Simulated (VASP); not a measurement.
# Ge in VASP: further runs

Ge is run at these levels: PBE+D3(BJ); tasks: single point.

All numbers are computed with VASP 6.6.1; they aren't measurements. Logs are shortened: lines on timing, memory, paths and dates and some standing lists are left out, and cuts for length are marked.

## (1) The cell of the first run

The cell holds a slab with vacuum, 2 atoms: a = 4.095 Å, b = 4.095 Å, c = 28.000 Å, α = 90.00°, β = 90.00°, γ = 120.00°.

## (2) Single point, PBE+D3(BJ)

File INCAR:

```
ALGO = Normal
DIPOL = 0.5 0.5 0.500
EDIFF = 1E-6
ENCUT = 520
GGA = PE
IDIPOL = 3
ISIF = 2
ISMEAR = 0
IVDW = 12
LASPH = True
LCHARG = False
LDIPOL = True
LREAL = False
LWAVE = False
NBANDS = 21
NELM = 60
PREC = Accurate
SIGMA = 0.1
```

File KPOINTS:

```
k-points
0
Gamma
  12 12 1
```

File POSCAR:

```
Ge
1.0
    4.0950000000      0.0000000000      0.0000000000
   -2.0475000000      3.5463740285      0.0000000000
    0.0000000000      0.0000000000     28.0000000000
Ge
2
Direct
    0.3333333333      0.6666666667      0.5157142857
    0.6666666667      0.3333333333      0.4842857143
```

Potentials or basis: VASP PAW PBE potentials, release 64 (Ge_d).

The run is started by

```sh
$ cat potpaw_PBE.64/Ge_d/POTCAR > POTCAR
$ mpirun -np 1 vasp_std > vasp.out
```

OUTCAR:

```text
EDIFF = 1E-6
   ENCUT = 520
   GGA = PE
   ISIF = 2
   ISMEAR = 0
   IVDW = 12
   LASPH = True
   LREAL = False
   NELM = 60
   PREC = Accurate
 IVDW          = 12

 ion  position               nearest neighbor table
   1  0.333  0.667  0.516-   2 2.52   2 2.52   2 2.52
   2  0.667  0.333  0.484-   1 2.52   1 2.52   1 2.52

  LATTYP: Found a hexagonal cell.
 ALAT       =     4.0950000000
 C/A-ratio  =     6.8376068376

  Lattice vectors:

 A1 = (   4.0950000000,   0.0000000000,   0.0000000000)
 A2 = (  -2.0475000000,   3.5463740285,   0.0000000000)
 A3 = (   0.0000000000,   0.0000000000,  28.0000000000)

Analysis of symmetry for initial positions (statically):
=====================================================================
 Subroutine PRICEL returns:
 Original cell was already a primitive cell.

 Routine SETGRP: Setting up the symmetry group for a
 hexagonal supercell.

 Subroutine GETGRP returns: Found 12 space group operations
 (whereof 12 operations were pure point group operations)
 out of a pool of 24 trial point group operations.

The static configuration has the point symmetry D_3d.

Analysis of symmetry for dynamics (positions and initial velocities):
=====================================================================
 Subroutine PRICEL returns:
 Original cell was already a primitive cell.

 Routine SETGRP: Setting up the symmetry group for a
 hexagonal supercell.

 Subroutine GETGRP returns: Found 12 space group operations
 (whereof 12 operations were pure point group operations)
 out of a pool of 24 trial point group operations.

The dynamic configuration has the point symmetry D_3d.

 Subroutine INISYM returns: Found 12 space group operations
 (whereof 12 operations are pure point group operations),
 and found     1 'primitive' translations

----------------------------------------------------------------------------------------

                                     Primitive cell

  volume of cell :     406.6272

  direct lattice vectors                    reciprocal lattice vectors
     4.095000000  0.000000000  0.000000000     0.244200244  0.140989077  0.000000000
    -2.047500000  3.546374028  0.000000000     0.000000000  0.281978153  0.000000000
     0.000000000  0.000000000 28.000000000     0.000000000  0.000000000  0.035714286

  length of vectors
     4.095000000  4.095000000 28.000000000     0.281978153  0.281978153  0.035714286

  position of ions in fractional coordinates (direct lattice)
     0.333333333  0.666666667  0.515714286
     0.666666667  0.333333333  0.484285714

  ion indices of the primitive-cell ions
   primitive index   ion index
                 1           1
                 2           2

----------------------------------------------------------------------------------------

 KPOINTS: k-points

Automatic generation of k-mesh.
 Grid dimensions read from file:
 generate k-points for:   12   12    1

 Generating k-lattice:

  Cartesian coordinates                     Fractional coordinates (reciprocal lattice)
     0.020350020  0.011749090  0.000000000     0.083333333  0.000000000  0.000000000
     0.000000000  0.023498179  0.000000000     0.000000000  0.083333333  0.000000000
     0.000000000  0.000000000  0.035714286     0.000000000  0.000000000  1.000000000

  Length of vectors
     0.023498179  0.023498179  0.035714286

  Shift w.r.t. Gamma in fractional coordinates (k-lattice)
     0.000000000  0.000000000  0.000000000

 Subroutine IBZKPT returns following result:
 ===========================================

 Found     19 irreducible k-points:

 Following reciprocal coordinates:
            Coordinates               Weight
  0.000000  0.000000  0.000000      1.000000
  0.083333 -0.000000  0.000000      6.000000
  0.166667  0.000000  0.000000      6.000000
  0.250000  0.000000  0.000000      6.000000
  0.333333 -0.000000  0.000000      6.000000
  0.416667 -0.000000  0.000000      6.000000
[... 11 lines left out ...]
  0.333333  0.250000  0.000000     12.000000
  0.333333  0.333333  0.000000      2.000000
   k-points           NKPTS =     19   k-points in BZ     NKDIM =     19   number of bands    NBANDS=     21
   number of dos      NEDOS =    301   number of ions     NIONS =      2
   total plane-waves  NPLWV = 189000
   dimension x,y,z NGX =    30 NGY =   30 NGZ =  210
   dimension x,y,z NGXF=    60 NGYF=   60 NGZF=  420
   ions per type =               2
   NGX,Y,Z   is equivalent  to a cutoff of  12.18, 12.18, 12.47 a.u.
   NGXF,Y,Z  is equivalent  to a cutoff of  24.36, 24.36, 24.94 a.u.
 SYSTEM =  unknown system
   PREC   = accura    normal or accurate (medium, high low for compatibility)
   ISTART =      0    job   : 0-new  1-cont  2-samecut
   ICHARG =      2    charge: 1-file 2-atom 10-const
   ISPIN  =      1    spin polarized calculation?
   LNONCOLLINEAR =      F non collinear calculations
   LSORBIT =      F    spin-orbit coupling
   LASPH  =      T    aspherical Exc in radial PAW
   ENCUT  =  520.0 eV  38.22 Ry    6.18 a.u.   7.61  7.61 52.06*2*pi/ulx,y,z
   NELM   =     60;   NELMIN=  2; NELMDL= -5     # of ELM steps
   EDIFF  = 0.1E-05   stopping-criterion for ELM
   LREAL  =      F    real-space projection
   EDIFFG = 0.1E-04   stopping-criterion for IOM
   NSW    =      0    number of steps for IOM
   IBRION =     -1    ionic relax: 0-MD 1-quasi-New 2-CG
   NFREE  =      0    steps in history (QN), initial steepest desc. (CG)
   ISIF   =      2    stress and relaxation
   ISYM   =      2    0-nonsym 1-usesym 2-fastsym
   POTIM  = 0.5000    time-step for ionic-motion
   TEBEG  =    0.0;   TEEND  =   0.0 temperature during run
   PSTRESS=    0.0 pullay stress
   NELECT =      28.0000    total number of electrons
   NUPDOWN=      -1.0000    fix difference up-down
   EMIN   =  10.00;   EMAX   =-10.00  energy-range for DOS
   EFERMI =   0.00;   METHOD = LEGACY
   ISMEAR =     0;   SIGMA  =   0.10  broadening in eV -4-tet -1-fermi 0-gaus
   EFERMI_NEDOS =   21; number of points for ismear=-14 and -15
   IALGO  =     38    algorithm
   IMIX   =      4    mixing-type and parameters
     AMIX     =   0.40;   BMIX     =  1.00
     AMIX_MAG =   1.60;   BMIX_MAG =  1.00
  volume/ion in A,a.u.               =     203.31      1372.03
  Fermi-wavevector in a.u.,A,eV,Ry     =   0.671010  1.268024  6.126075  0.450254
  Thomas-Fermi vector in A             =   1.746700
   LORBIT       =      0    0 simple, 1 ext, 2 COOP (PROOUT), +10 PAW based schemes
   GGA     = PE    functional components
   LHFCALC =     F    Hartree Fock is set to
   AEXX    =    0.0000 exact exchange contribution
   IVDW    =    12    specifies the selected vdW correction
   LEPSILON=     F    determine dielectric tensor
   LRPA    =     F    only Hartree local field effects (RPA)
 non-spin polarized calculation
 Gauss-broadening in eV      SIGMA  =   0.10
  energy-cutoff  :      520.00
  volume of cell :      406.63
 maximum number of plane-waves:     11031
   NGX = 15   NGY = 15   NGZ =105

 dipolmoment           0.000000      0.000000      0.000000 electrons x Angstroem

 number of electron      27.9999980 magnetization

 dipolmoment           0.000000      0.000000     -0.000000 electrons x Angstroem

 Free energy of the ion-electron system (eV)
  ---------------------------------------------------
  ext. energy  EPLUGINS =         0.00000000
  ---------------------------------------------------
  free energy    TOTEN  =        -7.97410631 eV

  energy without entropy =       -7.97206362  energy(sigma->0) =       -7.97308497

 E-fermi :  -3.4529     XC(G=0):  -1.6637

 val. band max:       -3.5331174983   @ k =   0.3333   0.3333   0.0000
 cond. band min:      -3.4290704502   @ k =   0.0000   0.0000   0.0000
 fundamental gap:      0.1040470481
 Fermi energy:        -3.4528726477

 k-point     1 :       0.0000    0.0000    0.0000
  band No.  band energies     occupation
      1     -27.7411      2.00000
      2     -27.7411      2.00000
      3     -27.6878      2.00000
      4     -27.6878      2.00000
      5     -27.6843      2.00000
      6     -27.6814      2.00000
[... 13 lines left out ...]
     20       0.9421      0.00000
     21       1.2867      0.00000

 k-point     2 :       0.0833   -0.0000    0.0000
  band No.  band energies     occupation
      1     -27.7431      2.00000
      2     -27.7413      2.00000
      3     -27.6964      2.00000
      4     -27.6858      2.00000
      5     -27.6772      2.00000
      6     -27.6742      2.00000
[... 13 lines left out ...]
     20       1.0272      0.00000
     21       1.3659      0.00000

 k-point     3 :       0.1667    0.0000    0.0000
  band No.  band energies     occupation
      1     -27.7470      2.00000
      2     -27.7415      2.00000
      3     -27.7059      2.00000
      4     -27.6805      2.00000
      5     -27.6687      2.00000
      6     -27.6593      2.00000
[... 13 lines left out ...]
     20       1.4155      0.00000
     21       1.5951      0.00000

 k-point     4 :       0.2500    0.0000    0.0000
  band No.  band energies     occupation
      1     -27.7493      2.00000
      2     -27.7414      2.00000
      3     -27.7148      2.00000
      4     -27.6732      2.00000
      5     -27.6601      2.00000
      6     -27.6414      2.00000
[... 13 lines left out ...]
     20       2.1228      0.00000
     21       2.1529      0.00000

 k-point     5 :       0.3333   -0.0000    0.0000
  band No.  band energies     occupation
      1     -27.7488      2.00000
      2     -27.7407      2.00000
      3     -27.7230      2.00000
      4     -27.6657      2.00000
      5     -27.6526      2.00000
      6     -27.6237      2.00000
[... 13 lines left out ...]
     20       2.6242      0.00000
     21       2.7125      0.00000
[... 262 lines left out ...]
     20       3.9259      0.00000
     21       4.0498      0.00000

 k-point    17 :       0.2500    0.2500    0.0000
  band No.  band energies     occupation
      1     -27.7465      2.00000
      2     -27.7443      2.00000
      3     -27.7309      2.00000
      4     -27.6573      2.00000
      5     -27.6308      2.00000
      6     -27.6078      2.00000
[... 13 lines left out ...]
     20       3.0280      0.00000
     21       3.2476      0.00000

 k-point    18 :       0.3333    0.2500    0.0000
  band No.  band energies     occupation
      1     -27.7446      2.00000
      2     -27.7432      2.00000
      3     -27.7370      2.00000
      4     -27.6512      2.00000
      5     -27.6264      2.00000
      6     -27.6020      2.00000
[... 13 lines left out ...]
     20       3.6458      0.00000
     21       3.8764      0.00000

 k-point    19 :       0.3333    0.3333    0.0000
  band No.  band energies     occupation
      1     -27.7440      2.00000
      2     -27.7412      2.00000
      3     -27.7412      2.00000
      4     -27.6487      2.00000
      5     -27.6236      2.00000
      6     -27.6027      2.00000
[... 13 lines left out ...]
     20       3.5291      0.00000
     21       3.6511      0.00000

------------------------ aborting loop because EDIFF is reached ----------------------------------------

 vacuum level on the upper side and lower side of the slab       (xc-potential included)        -0.006        -0.006

 Edisp (eV)   -0.29757

 E8    (eV) :    -0.1423

  FORCE on cell =-STRESS in cart. coord.  units (eV):
  Direction    XX          YY          ZZ          XY          YZ          ZX
  --------------------------------------------------------------------------------------
  -------------------------------------------------------------------------------------
  Total      -1.43325    -1.43325    -0.78468     0.00000     0.00000    -0.00000
  in kB      -5.64724    -5.64724    -3.09177     0.00000     0.00000    -0.00000
  external pressure =       -4.80 kB  Pullay stress =        0.00 kB

 VOLUME and BASIS-vectors are now :
 -----------------------------------------------------------------------------
  energy-cutoff  :      520.00
  volume of cell :      406.63
      direct lattice vectors                 reciprocal lattice vectors
     4.095000000  0.000000000  0.000000000     0.244200244  0.140989077  0.000000000
    -2.047500000  3.546374028  0.000000000     0.000000000  0.281978153  0.000000000
     0.000000000  0.000000000 28.000000000     0.000000000  0.000000000  0.035714286

 POSITION                                       TOTAL-FORCE (eV/Angst)
 -----------------------------------------------------------------------------------
     -0.00000      2.36425     14.44000        -0.000000      0.000000     -0.878370
      2.04750      1.18212     13.56000         0.000000     -0.000000      0.878370
 -----------------------------------------------------------------------------------
    total drift:                                0.000000      0.000000     -0.000000

  FREE ENERGIE OF THE ION-ELECTRON SYSTEM (eV)
  ---------------------------------------------------
  free  energy   TOTEN  =        -8.2716740802 eV

  energy  without entropy=       -8.2696313905  energy(sigma->0) =       -8.27065274

 vacuum level on the upper side and lower side of the slab         0.994         0.994
```

Run time: 4.2 min. Hardware: 1 thread of Intel Xeon Platinum 8259CL at 2.50GHz (Skylake/Cascade Lake), shared host; peak memory 0.51 GiB.

What came out:

```
Free energy                : -8.2717 eV
Largest force              : 0.878 eV/Å
Band gap on the k mesh     : zero (bands 14 and 15 overlap by 0.10 eV)
Dispersion energy per atom : -0.149 eV
```

Forces in eV/Å, atoms in the order of the input:
```
Ge   0.000  0.000 -0.878
Ge   0.000  0.000  0.878
```

## (3) Single point, PBE+D3(BJ)

File INCAR:

```
PREC = Accurate
ENCUT = 520
EDIFF = 1E-7
ISMEAR = 0
SIGMA = 0.1
LREAL = F
LASPH = T
NELM = 100
ALGO = Normal
ISIF = 2
LWAVE = F
LCHARG = T
LDIPOL = T
IDIPOL = 3
DIPOL = 0.5 0.5 0.500
GGA = PE
IVDW = 12
LELF = T
LVHAR = T
LVACPOTAV = T
NBANDS = 21
```

File KPOINTS:

```
regular mesh
0
Gamma
  12 12 1
```

File POSCAR:

```
Ge
1.0
    4.0950000000      0.0000000000      0.0000000000
   -2.0475000000      3.5463740285      0.0000000000
    0.0000000000      0.0000000000     28.0000000000
Ge
2
Direct
    0.3333333333      0.6666666667      0.5026250000
    0.6666666667      0.3333333333      0.4973750000
```

Potentials or basis: VASP PAW PBE potentials, release 64 (Ge_d).

The run is started by

```sh
$ cat potpaw_PBE.64/Ge_d/POTCAR > POTCAR
$ mpirun -np 1 vasp_std > vasp.out
```

Run time: 4.9 min. Hardware: 1 thread of Intel Xeon Platinum 8259CL at 2.50GHz (Skylake/Cascade Lake), shared host; peak memory 0.53 GiB.

The run converged. Its results:

| Property | Result |
| --- | --- |
| Free energy | -8.1512 eV |
| Largest force | 0.349 eV/Å |
| Band gap on the k mesh | zero (bands 14 and 15 overlap by 1.33 eV) |
| Dispersion energy per atom | -0.149 eV |
| Work function of the upper face | 4.63 eV |
| Work function of the lower face | 4.63 eV |

Forces on the atoms (eV/Å):
```
Ge   0.000  0.000  0.349
Ge   0.000  0.000 -0.349
```

Levels at points of the mesh, in eV from the Fermi level:
```csv
k point,band 11,band 12,band 13,band 14,band 15,band 16,band 17,band 18
"(0.00, 0.00, 0.00)",-11.82,-2.76,-1.43,-1.43,-1.08,3.30,3.34,3.34
"(0.50, 0.00, 0.00)",-9.85,-8.02,-2.90,-0.74,0.58,1.06,6.06,6.43
```

## (4) Single point, PBE+D3(BJ)

File INCAR:

```
ALGO     = Normal         # electronic algorithm
DIPOL    = 0.5 0.5 0.500
EDIFF    = 1E-7           # SCF threshold, eV
ENCUT    = 520            # plane-wave cutoff, eV
GGA      = PE             # functional
IDIPOL   = 3            
ISIF     = 2              # what is computed and relaxed
ISMEAR   = 0              # smearing method
IVDW     = 12             # dispersion correction
LASPH    = True           # aspherical terms in the spheres
LCHARG   = False          # write CHGCAR
LDIPOL   = True         
LREAL    = False          # projectors in reciprocal space
LWAVE    = False          # write WAVECAR
NBANDS   = 21             # bands
NELM     = 100            # most SCF steps
PREC     = Accurate       # precision mode
SIGMA    = 0.1            # smearing width, eV
```

File KPOINTS:

```
k-points
0
Gamma
  12 12 1
```

File POSCAR:

```
Ge
1.0
    4.0950000000      0.0000000000      0.0000000000
   -2.0475000000      3.5463740285      0.0000000000
    0.0000000000      0.0000000000     28.0000000000
Ge
2
Direct
    0.3333333333      0.6666666667      0.5078571429
    0.6666666667      0.3333333333      0.4921428571
```

Potentials or basis: VASP PAW PBE potentials, release 64 (Ge_d).

The run is started by

```sh
$ cat potpaw_PBE.64/Ge_d/POTCAR > POTCAR
$ mpirun -np 1 vasp_std > vasp.out
```

OUTCAR:

```text
EDIFF = 1E-7
   ENCUT = 520
   GGA = PE
   ISIF = 2
   ISMEAR = 0
   IVDW = 12
   LASPH = True
   LREAL = False
   NELM = 100
   PREC = Accurate
 IVDW          = 12

 ion  position               nearest neighbor table
   1  0.333  0.667  0.508-   2 2.40   2 2.40   2 2.40
   2  0.667  0.333  0.492-   1 2.40   1 2.40   1 2.40

  LATTYP: Found a hexagonal cell.
 ALAT       =     4.0950000000
 C/A-ratio  =     6.8376068376

  Lattice vectors:

 A1 = (   4.0950000000,   0.0000000000,   0.0000000000)
 A2 = (  -2.0475000000,   3.5463740285,   0.0000000000)
[... 644 lines left out ...]

  FORCE on cell =-STRESS in cart. coord.  units (eV):
  Direction    XX          YY          ZZ          XY          YZ          ZX
  --------------------------------------------------------------------------------------
  -------------------------------------------------------------------------------------
  Total      -0.55558    -0.55558     0.21389     0.00000     0.00000    -0.00000
  in kB      -2.18909    -2.18909     0.84275     0.00000     0.00000    -0.00000
  external pressure =       -1.18 kB  Pullay stress =        0.00 kB

 VOLUME and BASIS-vectors are now :
 -----------------------------------------------------------------------------
  energy-cutoff  :      520.00
  volume of cell :      406.63
      direct lattice vectors                 reciprocal lattice vectors
     4.095000000  0.000000000  0.000000000     0.244200244  0.140989077  0.000000000
    -2.047500000  3.546374028  0.000000000     0.000000000  0.281978153  0.000000000
     0.000000000  0.000000000 28.000000000     0.000000000  0.000000000  0.035714286

 POSITION                                       TOTAL-FORCE (eV/Angst)
 -----------------------------------------------------------------------------------
     -0.00000      2.36425     14.22000        -0.000000      0.000000      0.520092
      2.04750      1.18212     13.78000         0.000000     -0.000000     -0.520092
 -----------------------------------------------------------------------------------
    total drift:                               -0.000000      0.000000     -0.000000

  FREE ENERGIE OF THE ION-ELECTRON SYSTEM (eV)
  ---------------------------------------------------
  free  energy   TOTEN  =        -8.3016212139 eV

  energy  without entropy=       -8.3003728696  energy(sigma->0) =       -8.30099704

 vacuum level on the upper side and lower side of the slab         1.050         1.050
```

Run time: 4.5 min. Hardware: 1 thread of Intel Xeon Platinum 8259CL at 2.50GHz (Skylake/Cascade Lake), shared host; peak memory 0.53 GiB.

What came out:

- Free energy: -8.3016 eV
- Largest force: 0.520 eV/Å
- Band gap on the k mesh: zero (bands 14 and 15 overlap by 0.63 eV)
- Dispersion energy per atom: -0.149 eV

Forces on the atoms (eV/Å):
```
Ge   0.000  0.000  0.520
Ge   0.000  0.000 -0.520
```

Levels at points of the mesh, in eV from the Fermi level:
| k point | band 12 | band 13 | band 14 | band 15 | band 16 | band 17 |
| --- | --- | --- | --- | --- | --- | --- |
| (0.00, 0.00, 0.00) | -3.21 | -1.15 | -1.15 | -0.59 | 2.77 | 3.43 |
| (0.50, 0.00, 0.00) | -7.83 | -2.61 | -1.04 | 0.81 | 0.93 | 5.70 |

## (5) Overview

```tsv
cell	gap on the mesh (eV)	largest force (eV/Å)
as given, atomic positions A	none	0.88
as given, atomic positions B	none	0.35
as given, atomic positions C	none	0.52
```

Alike in all rows: task single point; level PBE+D3(BJ); potentials or basis VASP PAW PBE potentials, release 64 (Ge_d); no spin polarisation; k mesh 12 × 12 × 1; cutoff (eV) 520; smearing gaussian 0.1 eV.

Absolute energies hang on the potentials; compare differences alone.
